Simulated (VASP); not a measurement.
# GaAs (F-43m) in VASP: a series of runs, part 2 of 2

VASP 6.6.1. Earlier steps stand in the parts before.

### Step 3. Single point, r2SCAN50

This run uses another cell than the first one, of 22.59 Å³/atom.

Input file POSCAR:

```
GaAs
1.0
    0.0000000000      2.8268500000      2.8268500000
    2.8268500000      0.0000000000      2.8268500000
    2.8268500000      2.8268500000      0.0000000000
As Ga
1 1
Direct
    0.7500000000      0.7500000000      0.7500000000
    0.0000000000      0.0000000000      0.0000000000
```

Input file INCAR.step1:

```
SYSTEM = GaAs
PREC = Accurate
ENCUT = 520
EDIFF = 1E-5
ISMEAR = -1
SIGMA = 0.05
LREAL = .False.
LASPH = .True.
NELM = 80
ALGO = Normal
ISIF = 2
LWAVE = .True.
GGA = PE
NBANDS = 16
```

Input file INCAR.step2:

```
SYSTEM = GaAs
PREC = Accurate
ENCUT = 520
EDIFF = 1E-6
ISMEAR = -1
SIGMA = 0.05
LREAL = .False.
LASPH = .True.
NELM = 80
ALGO = Normal
ISIF = 2
LWAVE = .False.
LCHARG = .True.
METAGGA = R2SCAN
LHFCALC = .True.
AEXX = 0.5
LMIXTAU = .True.
PRECFOCK = Normal
LELF = .True.
LVHAR = .True.
ISTART = 1
NBANDS = 16
```

Input file KPOINTS:

```
regular mesh
0
Gamma
  4 4 4
  0 0 0
```

Potentials or basis: VASP PAW PBE potentials, release 64 (As, Ga_d).

Run with:

```console
> cat potpaw_PBE.64/As/POTCAR potpaw_PBE.64/Ga_d/POTCAR > POTCAR
> cp INCAR.step1 INCAR
> mpirun -np 1 vasp_std > vasp.out
> cp INCAR.step2 INCAR
> mpirun -np 1 vasp_std > vasp.out
```

OUTCAR:

```text
SYSTEM = GaAs
   PREC = Accurate
   ENCUT = 520
   EDIFF = 1E-6
   ISMEAR = -1
   LREAL = .False.
   LASPH = .True.
   NELM = 80
   ISIF = 2
   METAGGA = R2SCAN
   LHFCALC = .True.
   AEXX = 0.5
   PRECFOCK = Normal
   ISTART = 1

 ion  position               nearest neighbor table
   1  0.750  0.750  0.750-   2 2.45   2 2.45   2 2.45   2 2.45
   2  0.000  0.000  0.000-   1 2.45   1 2.45   1 2.45   1 2.45

  LATTYP: Found a face centered cubic cell.
 ALAT       =     5.6537000000

  Lattice vectors:

 A1 = (   0.0000000000,   2.8268500000,   2.8268500000)
 A2 = (   2.8268500000,   0.0000000000,   2.8268500000)
 A3 = (   2.8268500000,   2.8268500000,   0.0000000000)

Analysis of symmetry for initial positions (statically):
=====================================================================
 Subroutine PRICEL returns:
 Original cell was already a primitive cell.

 Routine SETGRP: Setting up the symmetry group for a
 face centered cubic supercell.

 Subroutine GETGRP returns: Found 24 space group operations
 (whereof 24 operations were pure point group operations)
 out of a pool of 48 trial point group operations.

[... 150 lines left out ...]

  energy without entropy =      -23.27958601  energy(sigma->0) =      -23.27958601

 E-fermi :   3.2835     XC(G=0):  -5.7461

 val. band max:        2.2439441438   @ k =   0.0000   0.0000   0.0000
 cond. band min:       6.1784974604   @ k =   0.0000   0.0000   0.0000
 fundamental gap:      3.9345533167
 Fermi energy:         3.2835340997

 k-point     1 :       0.0000    0.0000    0.0000
  band No.  band energies     occupation
      1     -18.0548      2.00000
      2     -18.0548      2.00000
      3     -18.0548      2.00000
      4     -17.9675      2.00000
      5     -17.9675      2.00000
      6     -13.1658      2.00000
[... 129 lines left out ...]
      3     -18.0161      2.00000
      4     -17.9776      2.00000
      5     -17.9647      2.00000
      6     -10.0918      2.00000
[... 8 lines left out ...]
     15      18.7039      0.00000
     16      19.6943      0.00000

------------------------ aborting loop because EDIFF is reached ----------------------------------------

  FORCE on cell =-STRESS in cart. coord.  units (eV):
  Direction    XX          YY          ZZ          XY          YZ          ZX
  --------------------------------------------------------------------------------------
  -------------------------------------------------------------------------------------
  Total       -0.5746401     -0.5746401     -0.5746401      0.0000000      0.0000000     -0.0000000
  in kB      -20.3783124    -20.3783124    -20.3783124      0.0000000      0.0000000     -0.0000000
  external PRESSURE =     -20.3783124 kB  Pullay stress =       0.0000000 kB

 VOLUME and BASIS-vectors are now :
 -----------------------------------------------------------------------------
  energy-cutoff  :      520.00
  volume of cell :       45.18
      direct lattice vectors                 reciprocal lattice vectors
     0.000000000  2.826850000  2.826850000    -0.176875321  0.176875321  0.176875321
     2.826850000  0.000000000  2.826850000     0.176875321 -0.176875321  0.176875321
     2.826850000  2.826850000  0.000000000     0.176875321  0.176875321 -0.176875321

 POSITION                                       TOTAL-FORCE (eV/Angst)
 -----------------------------------------------------------------------------------
      4.24027      4.24027      4.24027        -0.000000     -0.000000     -0.000000
      0.00000      0.00000      0.00000         0.000000      0.000000      0.000000
 -----------------------------------------------------------------------------------
    total drift:                                0.000032      0.000048      0.000032

  FREE ENERGIE OF THE ION-ELECTRON SYSTEM (eV)
  ---------------------------------------------------
  free  energy   TOTEN  =       -23.2795860143 eV

  energy  without entropy=      -23.2795860142  energy(sigma->0) =      -23.27958601
```

OSZICAR.step1:

```text
N       E                     dE             d eps       ncg     rms          rms(c)
DAV:   1     0.793223468253E+02    0.79322E+02   -0.89049E+03   272   0.152E+03
DAV:   2    -0.207630417923E+01   -0.81399E+02   -0.77542E+02   304   0.289E+02
DAV:   3    -0.817627724027E+01   -0.61000E+01   -0.60833E+01   312   0.624E+01
DAV:   4    -0.825753092860E+01   -0.81254E-01   -0.81248E-01   320   0.817E+00
DAV:   5    -0.825857266542E+01   -0.10417E-02   -0.10417E-02   320   0.872E-01    0.297E+00
DAV:   6    -0.809361006461E+01    0.16496E+00   -0.23797E-01   376   0.830E+00    0.180E+00
DAV:   7    -0.807099017325E+01    0.22620E-01   -0.76997E-02   352   0.192E+00    0.587E-01
DAV:   8    -0.807247385152E+01   -0.14837E-02   -0.12367E-02   288   0.126E+00    0.120E-01
DAV:   9    -0.807302438578E+01   -0.55053E-03   -0.11802E-03   296   0.421E-01    0.527E-02
DAV:  10    -0.807312172867E+01   -0.97343E-04   -0.97512E-05   336   0.101E-01    0.295E-02
DAV:  11    -0.807318996778E+01   -0.68239E-04   -0.95124E-05   280   0.755E-02    0.360E-03
DAV:  12    -0.807319007886E+01   -0.11108E-06   -0.15922E-06   256   0.170E-02
   1 F= -.80731901E+01 E0= -.80730893E+01  d E =-.201601E-03
```

It took 4.8 min on 1 thread of Intel Xeon Platinum 8488C (Sapphire Rapids), shared host; peak memory 0.18 GiB.

Results:

```yaml
Free_energy: -23.2796 eV
Pressure: -2.0 GPa
Band_gap_on_the_k_mesh: 3.93 eV
```

Levels at points of the mesh, in eV from the valence-band top:
| k point | band 7 | band 8 | band 9 | band 10 | band 11 | band 12 |
| --- | --- | --- | --- | --- | --- | --- |
| (0.00, 0.00, 0.00) | 0.00 | 0.00 | 0.00 | 3.93 | 6.96 | 6.96 |
| (0.50, 0.00, 0.00) | -7.88 | -1.34 | -1.34 | 4.14 | 7.91 | 7.91 |
| (0.50, 0.50, 0.00) | -8.04 | -3.18 | -3.18 | 4.25 | 4.60 | 14.59 |

Caveat: the k points lie up to 0.48 Å⁻¹ apart; the PAW data sets were made with another functional, which shifts forces and pressure a little.

### Step 4. Single point, r2SCAN50

This run uses another cell than the first one, of 23.04 Å³/atom.

Input file POSCAR:

```
GaAs
1.0
    0.0000000000      2.8455714065      2.8455714065
    2.8455714065      0.0000000000      2.8455714065
    2.8455714065      2.8455714065      0.0000000000
As Ga
1 1
Direct
    0.7500000000      0.7500000000      0.7500000000
    0.0000000000      0.0000000000      0.0000000000
```

Input file INCAR.step1:

```
SYSTEM = GaAs
  ALGO = Normal
  EDIFF = 1E-5
  ENCUT = 520
  GGA = PE
  ISIF = 2
  ISMEAR = -1
  LASPH = .TRUE.
  LREAL = .FALSE.
  LWAVE = .TRUE.
  NBANDS = 16
  NELM = 80
  PREC = Accurate
  SIGMA = 0.05
```

Input file INCAR.step2:

```
SYSTEM = GaAs
  AEXX = 0.5
  ALGO = Normal
  EDIFF = 1E-7
  ENCUT = 520
  ISIF = 2
  ISMEAR = -1
  ISTART = 1
  LASPH = .TRUE.
  LCHARG = .TRUE.
  LELF = .TRUE.
  LHFCALC = .TRUE.
  LMIXTAU = .TRUE.
  LREAL = .FALSE.
  LVHAR = .TRUE.
  LWAVE = .FALSE.
  METAGGA = R2SCAN
  NBANDS = 16
  NELM = 80
  PREC = Accurate
  PRECFOCK = Normal
  SIGMA = 0.05
```

Input file KPOINTS:

```
k-points
0
G
  4 4 4
  0 0 0
```

Run with:

```console
> cat potpaw_PBE.64/As/POTCAR potpaw_PBE.64/Ga_d/POTCAR > POTCAR
> cp INCAR.step1 INCAR
> mpirun -np 1 vasp_std > vasp.out
> cp INCAR.step2 INCAR
> mpirun -np 1 vasp_std > vasp.out
```

Run time: 6.4 min. Hardware: 1 thread of Intel Xeon Platinum 8488C (Sapphire Rapids), shared host; peak memory 0.18 GiB.

Results (log left out):

- Free energy: -23.2638 eV
- Pressure: -3.5 GPa
- Band gap on the k mesh: 3.74 eV

Levels at points of the mesh, in eV from the valence-band top:
```
           k point  band 6  band 7  band 8  band 9  band 10  band 11  band 12  band 13
(0.00, 0.00, 0.00)  -15.25    0.00    0.00    0.00     3.74     6.94     6.94     6.94
(0.50, 0.00, 0.00)  -13.21   -7.76   -1.31   -1.31     4.05     7.89     7.89    11.14
(0.50, 0.50, 0.00)  -12.34   -7.94   -3.10   -3.10     4.27     4.60    14.40    14.40
```

Caveat: the k points lie up to 0.48 Å⁻¹ apart; the PAW data sets were made with another functional, which shifts forces and pressure a little. A k mesh can miss the band edges.

### Step 5. Summary

```tsv
cell	gap on the mesh (eV)	pressure (GPa)
a = 3.971 Å, angles 60.0°, 2 atoms	4.13	-0.4
a = 3.998 Å, angles 60.0°, 2 atoms	3.93	-2.0
a = 4.024 Å, angles 60.0°, 2 atoms	3.74	-3.5
```

Alike in all rows: task single point; level r2SCAN50; potentials or basis VASP PAW PBE potentials, release 64 (As, Ga_d); no spin polarisation; k mesh 4 × 4 × 4; cutoff (eV) 520; smearing fermi-dirac 0.05 eV.

Caveats: all runs use coarse meshes; the PAW data sets were made with another functional, which shifts forces and pressure a little.

Total energies depend on the potentials used, so only differences within one code and one set of settings carry meaning.
